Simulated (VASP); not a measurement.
# CaF2 (Fm-3m) in VASP: single point with PBE

Aim: the single point of CaF2 with PBE.

Program: VASP 6.6.1. These are calculated values, not measurements. Logs are shortened: lines on timing, memory, paths and dates and some standing lists are left out, and cuts for length are marked.

**1. The cell of the first run**

It takes space group Fm-3m (No. 225, cubic). The conventional cell has a = 5.512 Å, b = 5.512 Å, c = 5.512 Å, α = 90.00°, β = 90.00°, γ = 90.00°. Ca (site symmetry m-3m) has 8 F at 2.39 Å within 3.2 Å. F (site symmetry -43m) has 4 Ca at 2.39 Å and 6 F at 2.76 Å within 3.2 Å.

**2. Single point, PBE**

File INCAR:

```
SYSTEM = CaF2
  PREC = Accurate
  ENCUT = 600
  EDIFF = 1E-6
  ISMEAR = 0
  SIGMA = 0.02
  LREAL = .False.
  LASPH = .True.
  NELM = 120
  ALGO = Normal
  ISIF = 2
  LWAVE = .False.
  LCHARG = .True.
  GGA = PE
  LELF = .True.
  LVHAR = .True.
  NBANDS = 19
  GGA_COMPAT = .False.
```

File KPOINTS:

```
regular mesh
0
Gamma
  8 8 8
  0 0 0
```

File POSCAR:

```
CaF2
1.0
    0.0000000000      2.7558810513      2.7558810513
    2.7558810513      0.0000000000      2.7558810513
    2.7558810513      2.7558810513      0.0000000000
Ca F
1 2
Direct
    0.0000000000      0.0000000000      0.0000000000
    0.7500000000      0.7500000000      0.7500000000
    0.2500000000      0.2500000000      0.2500000000
```

Potentials or basis: VASP PAW PBE potentials, release 64 (Ca_sv, F).

Run with:

```bash
cat potpaw_PBE.64/Ca_sv/POTCAR potpaw_PBE.64/F/POTCAR > POTCAR
mpirun -np 1 vasp_std > vasp.out
```

OUTCAR:

```text
SYSTEM = CaF2
   PREC = Accurate
   ENCUT = 600
   EDIFF = 1E-6
   ISMEAR = 0
   LREAL = .False.
   LASPH = .True.
   NELM = 120
   ISIF = 2
   GGA = PE

 ion  position               nearest neighbor table
   1  0.000  0.000  0.000-   2 2.39   2 2.39   3 2.39   3 2.39   2 2.39   2 2.39   3 2.39   3 2.39

   2  0.750  0.750  0.750-   1 2.39   1 2.39   1 2.39   1 2.39
   3  0.250  0.250  0.250-   1 2.39   1 2.39   1 2.39   1 2.39

  LATTYP: Found a face centered cubic cell.
 ALAT       =     5.5117621026

  Lattice vectors:

 A1 = (   0.0000000000,   2.7558810513,   2.7558810513)
 A2 = (   2.7558810513,   0.0000000000,   2.7558810513)
 A3 = (   2.7558810513,   2.7558810513,   0.0000000000)

Analysis of symmetry for initial positions (statically):
=====================================================================
 Subroutine PRICEL returns:
 Original cell was already a primitive cell.

 Routine SETGRP: Setting up the symmetry group for a
 face centered cubic supercell.

 Subroutine GETGRP returns: Found 48 space group operations
 (whereof 48 operations were pure point group operations)
 out of a pool of 48 trial point group operations.

The static configuration has the point symmetry O_h .

Analysis of symmetry for dynamics (positions and initial velocities):
=====================================================================
 Subroutine PRICEL returns:
 Original cell was already a primitive cell.

 Routine SETGRP: Setting up the symmetry group for a
 face centered cubic supercell.

 Subroutine GETGRP returns: Found 48 space group operations
 (whereof 48 operations were pure point group operations)
 out of a pool of 48 trial point group operations.

The dynamic configuration has the point symmetry O_h .

 Subroutine INISYM returns: Found 48 space group operations
 (whereof 48 operations are pure point group operations),
 and found     1 'primitive' translations

----------------------------------------------------------------------------------------

                                     Primitive cell

  volume of cell :      41.8612

  direct lattice vectors                    reciprocal lattice vectors
     0.000000000  2.755881051  2.755881051    -0.181430182  0.181430182  0.181430182
     2.755881051  0.000000000  2.755881051     0.181430182 -0.181430182  0.181430182
     2.755881051  2.755881051  0.000000000     0.181430182  0.181430182 -0.181430182

  length of vectors
     3.897404359  3.897404359  3.897404359     0.314246293  0.314246293  0.314246293

  position of ions in fractional coordinates (direct lattice)
     0.000000000  0.000000000  0.000000000
     0.750000000  0.750000000  0.750000000
     0.250000000  0.250000000  0.250000000

  ion indices of the primitive-cell ions
   primitive index   ion index
                 1           1
                 2           2
                 3           3

----------------------------------------------------------------------------------------

 KPOINTS: regular mesh

Automatic generation of k-mesh.
 Grid dimensions read from file:
 generate k-points for:    8    8    8

 Generating k-lattice:

  Cartesian coordinates                     Fractional coordinates (reciprocal lattice)
    -0.022678773  0.022678773  0.022678773     0.125000000  0.000000000  0.000000000
     0.022678773 -0.022678773  0.022678773     0.000000000  0.125000000  0.000000000
     0.022678773  0.022678773 -0.022678773     0.000000000  0.000000000  0.125000000

  Length of vectors
     0.039280787  0.039280787  0.039280787

  Shift w.r.t. Gamma in fractional coordinates (k-lattice)
     0.000000000  0.000000000  0.000000000

 Subroutine IBZKPT returns following result:
 ===========================================

 Found     29 irreducible k-points:

 Following reciprocal coordinates:
            Coordinates               Weight
  0.000000  0.000000  0.000000      1.000000
  0.125000  0.000000  0.000000      8.000000
  0.250000  0.000000  0.000000      8.000000
  0.375000  0.000000  0.000000      8.000000
  0.500000  0.000000  0.000000      4.000000
  0.125000  0.125000  0.000000      6.000000
[... 16 lines left out ...]
  0.500000  0.250000  0.125000     48.000000
 -0.375000  0.250000  0.125000     24.000000
 [... further k-points ...]
   k-points           NKPTS =     29   k-points in BZ     NKDIM =     29   number of bands    NBANDS=     19
   number of dos      NEDOS =    301   number of ions     NIONS =      3
   total plane-waves  NPLWV =  32768
   dimension x,y,z NGX =    32 NGY =   32 NGZ =   32
   dimension x,y,z NGXF=    64 NGYF=   64 NGZF=   64
   ions per type =               1   2
   NGX,Y,Z   is equivalent  to a cutoff of  13.65, 13.65, 13.65 a.u.
   NGXF,Y,Z  is equivalent  to a cutoff of  27.30, 27.30, 27.30 a.u.
 SYSTEM =  CaF2
   PREC   = accura    normal or accurate (medium, high low for compatibility)
   ISTART =      0    job   : 0-new  1-cont  2-samecut
   ICHARG =      2    charge: 1-file 2-atom 10-const
   ISPIN  =      1    spin polarized calculation?
   LNONCOLLINEAR =      F non collinear calculations
   LSORBIT =      F    spin-orbit coupling
   LASPH  =      T    aspherical Exc in radial PAW
   ENCUT  =  600.0 eV  44.10 Ry    6.64 a.u.   7.78  7.78  7.78*2*pi/ulx,y,z
   NELM   =    120;   NELMIN=  2; NELMDL= -5     # of ELM steps
   EDIFF  = 0.1E-05   stopping-criterion for ELM
   LREAL  =      F    real-space projection
   EDIFFG = 0.1E-04   stopping-criterion for IOM
   NSW    =      0    number of steps for IOM
   IBRION =     -1    ionic relax: 0-MD 1-quasi-New 2-CG
   NFREE  =      0    steps in history (QN), initial steepest desc. (CG)
   ISIF   =      2    stress and relaxation
   ISYM   =      2    0-nonsym 1-usesym 2-fastsym
   POTIM  = 0.5000    time-step for ionic-motion
   TEBEG  =    0.0;   TEEND  =   0.0 temperature during run
   PSTRESS=    0.0 pullay stress
   NELECT =      24.0000    total number of electrons
   NUPDOWN=      -1.0000    fix difference up-down
   EMIN   =  10.00;   EMAX   =-10.00  energy-range for DOS
   EFERMI =   0.00;   METHOD = LEGACY
   ISMEAR =     0;   SIGMA  =   0.02  broadening in eV -4-tet -1-fermi 0-gaus
   EFERMI_NEDOS =   21; number of points for ismear=-14 and -15
   IALGO  =     38    algorithm
   IMIX   =      4    mixing-type and parameters
     AMIX     =   0.40;   BMIX     =  1.00
     AMIX_MAG =   1.60;   BMIX_MAG =  1.00
  volume/ion in A,a.u.               =      13.95        94.16
  Fermi-wavevector in a.u.,A,eV,Ry     =   1.360008  2.570042 25.165630  1.849622
  Thomas-Fermi vector in A             =   2.486707
   LORBIT       =      0    0 simple, 1 ext, 2 COOP (PROOUT), +10 PAW based schemes
   GGA     = PE    functional components
   LHFCALC =     F    Hartree Fock is set to
   AEXX    =    0.0000 exact exchange contribution
   IVDW    =     0    specifies the selected vdW correction
   LEPSILON=     F    determine dielectric tensor
   LRPA    =     F    only Hartree local field effects (RPA)
 non-spin polarized calculation
 Gauss-broadening in eV      SIGMA  =   0.02
  energy-cutoff  :      600.00
  volume of cell :       41.86
 maximum number of plane-waves:      1411
   NGX = 15   NGY = 15   NGZ = 15

 number of electron      24.0000003 magnetization

 Free energy of the ion-electron system (eV)
  ---------------------------------------------------
  ext. energy  EPLUGINS =         0.00000000
  ---------------------------------------------------
  free energy    TOTEN  =       -17.34481459 eV

  energy without entropy =      -17.34481459  energy(sigma->0) =      -17.34481459

 E-fermi :  -0.8945     XC(G=0):  -9.4971

 val. band max:       -1.1146072707   @ k =   0.5000   0.5000   0.0000
 cond. band min:       6.0059275692   @ k =   0.0000   0.0000   0.0000
 fundamental gap:      7.1205348398
 Fermi energy:        -0.8945148244

 k-point     1 :       0.0000    0.0000    0.0000
  band No.  band energies     occupation
      1     -37.2707      2.00000
      2     -20.9834      2.00000
      3     -20.2529      2.00000
      4     -18.2096      2.00000
      5     -18.2096      2.00000
      6     -18.2096      2.00000
[... 11 lines left out ...]
     18       9.8996      0.00000
     19      15.6080      0.00000

 k-point     2 :       0.1250    0.0000    0.0000
  band No.  band energies     occupation
      1     -37.2665      2.00000
      2     -21.0208      2.00000
      3     -20.2896      2.00000
      4     -18.2150      2.00000
      5     -18.2150      2.00000
      6     -18.1440      2.00000
[... 11 lines left out ...]
     18       9.8627      0.00000
     19      14.8872      0.00000

 k-point     3 :       0.2500    0.0000    0.0000
  band No.  band energies     occupation
      1     -37.2563      2.00000
      2     -21.0835      2.00000
      3     -20.4088      2.00000
      4     -18.2281      2.00000
      5     -18.2281      2.00000
      6     -17.9797      2.00000
[... 11 lines left out ...]
     18       9.7736      0.00000
     19      13.5997      0.00000

 k-point     4 :       0.3750    0.0000    0.0000
  band No.  band energies     occupation
      1     -37.2462      2.00000
      2     -21.1058      2.00000
      3     -20.5690      2.00000
      4     -18.2412      2.00000
      5     -18.2412      2.00000
      6     -17.8108      2.00000
[... 11 lines left out ...]
     18       9.6843      0.00000
     19      12.5989      0.00000

 k-point     5 :       0.5000    0.0000    0.0000
  band No.  band energies     occupation
      1     -37.2420      2.00000
      2     -21.0982      2.00000
      3     -20.6515      2.00000
      4     -18.2466      2.00000
      5     -18.2466      2.00000
      6     -17.7402      2.00000
[... 11 lines left out ...]
     18       9.6475      0.00000
     19      12.2866      0.00000
[... 334 lines left out ...]
      2     -21.2954      2.00000
      3     -20.5347      2.00000
      4     -18.3017      2.00000
      5     -18.3017      2.00000
      6     -17.5795      2.00000
[... 11 lines left out ...]
     18      11.9026      0.00000
     19      13.4178      0.00000

 k-point    22 :       0.3750    0.2500    0.1250
  band No.  band energies     occupation
      1     -37.2488      2.00000
      2     -21.1278      2.00000
      3     -20.4945      2.00000
      4     -18.2473      2.00000
      5     -18.1874      2.00000
      6     -17.9009      2.00000
[... 11 lines left out ...]
     18       9.8971      0.00000
     19      14.0559      0.00000

 k-point    23 :       0.5000    0.2500    0.1250
  band No.  band energies     occupation
      1     -37.2407      2.00000
      2     -21.0970      2.00000
      3     -20.6857      2.00000
      4     -18.2620      2.00000
      5     -18.1021      2.00000
      6     -17.8401      2.00000
[... 11 lines left out ...]
     18      10.5582      0.00000
     19      13.3484      0.00000

 k-point    24 :      -0.3750    0.2500    0.1250
  band No.  band energies     occupation
      1     -37.2373      2.00000
      2     -21.0334      2.00000
      3     -20.8177      2.00000
      4     -18.2685      2.00000
      5     -18.0587      2.00000
      6     -17.8197      2.00000
[... 11 lines left out ...]
     18      11.2121      0.00000
     19      12.7550      0.00000

 [... further k-points ...]
[... 5 lines left out ...]
  --------------------------------------------------------------------------------------
  -------------------------------------------------------------------------------------
  Total        0.0405130      0.0405130      0.0405130      0.0000000      0.0000000      0.0000000
  in kB        1.5505778      1.5505778      1.5505778      0.0000000      0.0000000      0.0000000
  external PRESSURE =       1.5505778 kB  Pullay stress =       0.0000000 kB

 VOLUME and BASIS-vectors are now :
 -----------------------------------------------------------------------------
  energy-cutoff  :      600.00
  volume of cell :       41.86
      direct lattice vectors                 reciprocal lattice vectors
     0.000000000  2.755881051  2.755881051    -0.181430182  0.181430182  0.181430182
     2.755881051  0.000000000  2.755881051     0.181430182 -0.181430182  0.181430182
     2.755881051  2.755881051  0.000000000     0.181430182  0.181430182 -0.181430182

 POSITION                                       TOTAL-FORCE (eV/Angst)
 -----------------------------------------------------------------------------------
      0.00000      0.00000      0.00000        -0.000000     -0.000000     -0.000000
      4.13382      4.13382      4.13382         0.000000     -0.000000      0.000000
      1.37794      1.37794      1.37794        -0.000000      0.000000     -0.000000
 -----------------------------------------------------------------------------------
    total drift:                                0.000000     -0.000000      0.000000

  FREE ENERGIE OF THE ION-ELECTRON SYSTEM (eV)
  ---------------------------------------------------
  free  energy   TOTEN  =       -17.3448145907 eV

  energy  without entropy=      -17.3448145907  energy(sigma->0) =      -17.34481459
```

It took 20 s on 1 thread of Intel Xeon Platinum 8488C (Sapphire Rapids), shared host; peak memory 0.18 GiB.

What came out:

| Property | Result |
| --- | --- |
| Free energy | -17.3448 eV |
| Pressure | 0.2 GPa |
| Band gap on the k mesh | 7.12 eV, indirect (least direct gap 7.37 eV) |

A k mesh can miss the band edges. Expect the measured gap to be larger: semilocal functionals such as PBE lack the derivative discontinuity.
